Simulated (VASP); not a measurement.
# ZrO2 (Fm-3m) in VASP: further runs, part 2 of 2

VASP 6.6.1.

## (5) Single point, PBE (10.82 Å³/atom)

This run uses another cell than the first one, of 10.82 Å³/atom.

INCAR reads:

```
PREC = Accurate
ENCUT = 600
EDIFF = 1E-6
ISMEAR = 0
SIGMA = 0.02
LREAL = F
LASPH = T
NELM = 120
ALGO = Normal
ISIF = 2
LWAVE = F
LCHARG = F
GGA = PE
NBANDS = 19
GGA_COMPAT = F
```

KPOINTS reads:

```
Automatic mesh
0
Gamma
  8 8 8
```

POSCAR reads:

```
ZrO2
1.0
    0.0000000000      2.5320590793      2.5320590793
    2.5320590793      0.0000000000      2.5320590793
    2.5320590793      2.5320590793      0.0000000000
Zr O
1 2
Direct
    0.0000000000      0.0000000000      0.0000000000
    0.2500000000      0.2500000000      0.2500000000
    0.7500000000      0.7500000000      0.7500000000
```

Potentials or basis: VASP PAW PBE potentials, release 64 (Zr_sv, O).

Command:

```sh
> cat potpaw_PBE.64/Zr_sv/POTCAR potpaw_PBE.64/O/POTCAR > POTCAR
> mpirun -np 1 vasp_std > vasp.out
```

OUTCAR:

```text
PREC = Accurate
   ENCUT = 600
   EDIFF = 1E-6
   ISMEAR = 0
   LREAL = F
   LASPH = T
   NELM = 120
   ISIF = 2
   GGA = PE

 ion  position               nearest neighbor table
   1  0.000  0.000  0.000-   2 2.19   3 2.19   3 2.19   3 2.19   3 2.19   2 2.19   2 2.19   2 2.19

   2  0.250  0.250  0.250-   1 2.19   1 2.19   1 2.19   1 2.19
   3  0.750  0.750  0.750-   1 2.19   1 2.19   1 2.19   1 2.19

  LATTYP: Found a face centered cubic cell.
 ALAT       =     5.0641181586
[... 722 lines left out ...]

  FORCE on cell =-STRESS in cart. coord.  units (eV):
  Direction    XX          YY          ZZ          XY          YZ          ZX
  --------------------------------------------------------------------------------------
  -------------------------------------------------------------------------------------
  Total        1.5774721      1.5774721      1.5774721     -0.0000000     -0.0000000     -0.0000000
  in kB       77.8432181     77.8432181     77.8432181     -0.0000000     -0.0000000     -0.0000000
  external PRESSURE =      77.8432181 kB  Pullay stress =       0.0000000 kB

 VOLUME and BASIS-vectors are now :
 -----------------------------------------------------------------------------
  energy-cutoff  :      600.00
  volume of cell :       32.47
      direct lattice vectors                 reciprocal lattice vectors
     0.000000000  2.532059079  2.532059079    -0.197467746  0.197467746  0.197467746
     2.532059079  0.000000000  2.532059079     0.197467746 -0.197467746  0.197467746
     2.532059079  2.532059079  0.000000000     0.197467746  0.197467746 -0.197467746

 POSITION                                       TOTAL-FORCE (eV/Angst)
 -----------------------------------------------------------------------------------
      0.00000      0.00000      0.00000        -0.000000     -0.000000     -0.000000
      1.26603      1.26603      1.26603         0.000000      0.000000      0.000000
      3.79809      3.79809      3.79809        -0.000000      0.000000     -0.000000
 -----------------------------------------------------------------------------------
    total drift:                                0.000000     -0.000000      0.000000

  FREE ENERGIE OF THE ION-ELECTRON SYSTEM (eV)
  ---------------------------------------------------
  free  energy   TOTEN  =       -28.5463005499 eV

  energy  without entropy=      -28.5463005499  energy(sigma->0) =      -28.54630055
```

OSZICAR:

```text
N       E                     dE             d eps       ncg     rms          rms(c)
DAV:   1     0.196347524070E+03    0.19635E+03   -0.15629E+04  1102   0.146E+03
DAV:   2    -0.250066426051E+02   -0.22135E+03   -0.21580E+03  1331   0.364E+02
DAV:   3    -0.345376238721E+02   -0.95310E+01   -0.94794E+01  1549   0.717E+01
DAV:   4    -0.348451773948E+02   -0.30755E+00   -0.30687E+00  1510   0.925E+00
DAV:   5    -0.348486671147E+02   -0.34897E-02   -0.34894E-02  1328   0.109E+00    0.250E+01
DAV:   6    -0.286272438859E+02    0.62214E+01   -0.22837E+01  1185   0.397E+01    0.868E+00
DAV:   7    -0.285750472028E+02    0.52197E-01   -0.97061E-01  1339   0.768E+00    0.703E+00
DAV:   8    -0.285665653846E+02    0.84818E-02   -0.36593E-01  1189   0.566E+00    0.316E+00
DAV:   9    -0.285453015423E+02    0.21264E-01   -0.61677E-02  1203   0.221E+00    0.330E-01
DAV:  10    -0.285465245255E+02   -0.12230E-02   -0.65273E-03  1298   0.767E-01    0.386E-01
DAV:  11    -0.285462745041E+02    0.25002E-03   -0.92854E-04  1201   0.313E-01    0.464E-02
DAV:  12    -0.285463113778E+02   -0.36874E-04   -0.85058E-05  1254   0.717E-02    0.675E-02
DAV:  13    -0.285462997697E+02    0.11608E-04   -0.45635E-05  1295   0.555E-02    0.723E-03
DAV:  14    -0.285463008726E+02   -0.11029E-05   -0.41485E-06  1273   0.207E-02    0.124E-02
DAV:  15    -0.285463005499E+02    0.32263E-06   -0.89018E-07   854   0.879E-03
   1 F= -.28546301E+02 E0= -.28546301E+02  d E =-.883669E-21
```

stdout:

```text
POSCAR found type information on POSCAR ZrO
 POSCAR found :  2 types and       3 ions
 scaLAPACK will be used
 LDA part: xc-table for (Slater+PW92), standard interpolation
 POSCAR, INCAR and KPOINTS ok, starting setup
 FFT: planning ... GRIDC
 FFT: planning ... GRID_SOFT
 FFT: planning ... GRID
 WAVECAR not read
 entering main loop
```

Run time: 17 s. Hardware: 1 thread of Intel Xeon 6975P-C (Granite Rapids), shared host; peak memory 0.17 GiB.

What came out:

| Property | Result |
| --- | --- |
| Free energy | -28.5463 eV |
| Pressure | 7.8 GPa |
| Band gap on the k mesh | 3.40 eV (least direct gap 3.85 eV) |

Caveat: the cell stands under pressure. Expect the measured gap to be larger: semilocal functionals such as PBE lack the derivative discontinuity.

## (6) Single point, PBE

This run uses another cell than the first one, of 11.16 Å³/atom.

INCAR reads:

```
PREC     = Accurate       # precision mode
ENCUT    = 600            # plane-wave cutoff, eV
EDIFF    = 1E-6           # SCF threshold, eV
ISMEAR   = 0              # smearing method
SIGMA    = 0.02           # smearing width, eV
LREAL    = F              # projectors in reciprocal space
LASPH    = T              # aspherical terms in the spheres
NELM     = 120            # most SCF steps
ALGO     = Normal         # electronic algorithm
ISIF     = 2              # what is computed and relaxed
LWAVE    = F              # write WAVECAR
LCHARG   = F              # write CHGCAR
GGA      = PE             # functional
NBANDS   = 19             # bands
GGA_COMPAT= F
```

KPOINTS is that of step 5.

POSCAR reads:

```
ZrO2
1.0
    0.0000000000      2.5578982015      2.5578982015
    2.5578982015      0.0000000000      2.5578982015
    2.5578982015      2.5578982015      0.0000000000
Zr O
1 2
Direct
    0.0000000000      0.0000000000      0.0000000000
    0.2500000000      0.2500000000      0.2500000000
    0.7500000000      0.7500000000      0.7500000000
```

Potentials or basis: VASP PAW PBE potentials, release 64 (Zr_sv, O).

Command:

```sh
> cat potpaw_PBE.64/Zr_sv/POTCAR potpaw_PBE.64/O/POTCAR > POTCAR
> mpirun -np 1 vasp_std > vasp.out
```

It took 16 s on 1 thread of Intel Xeon 6975P-C (Granite Rapids), shared host; peak memory 0.17 GiB.

Results (log left out):

| Property | Result |
| --- | --- |
| Free energy | -28.5733 eV |
| Pressure | 0.1 GPa |
| Band gap on the k mesh | 3.31 eV (least direct gap 3.74 eV) |

Levels at points of the mesh, in eV from the valence-band top:
```
           k point  band 9  band 10  band 11  band 12  band 13  band 14  band 15  band 16
(0.00, 0.00, 0.00)   -5.14    -0.53    -0.53    -0.53     3.31     3.31     6.47     9.18
(0.50, 0.00, 0.00)   -2.50    -2.46    -1.63    -1.63     3.94     3.94     5.95     8.30
(0.50, 0.50, 0.00)   -3.12    -1.49    -1.49     0.00     3.74     4.66     5.70     7.15
```

## (7) Summary

```tsv
cell	gap on the mesh (eV)	pressure (GPa)
a = 3.467 Å, angles 60.0°, 3 atoms	3.65	39.7
a = 3.505 Å, angles 60.0°, 3 atoms	3.57	27.4
a = 3.544 Å, angles 60.0°, 3 atoms	3.48	16.8
a = 3.581 Å, angles 60.0°, 3 atoms	3.40	7.8
a = 3.617 Å, angles 60.0°, 3 atoms	3.31	0.1
```

Alike in all rows: task single point; level PBE; potentials or basis VASP PAW PBE potentials, release 64 (Zr_sv, O); no spin polarisation; k mesh 8 × 8 × 8; cutoff (eV) 600; smearing gaussian 0.02 eV.

Caveats: the cell stands under pressure (at least some runs).

Total energies depend on the potentials used, so only differences within one code and one set of settings carry meaning.
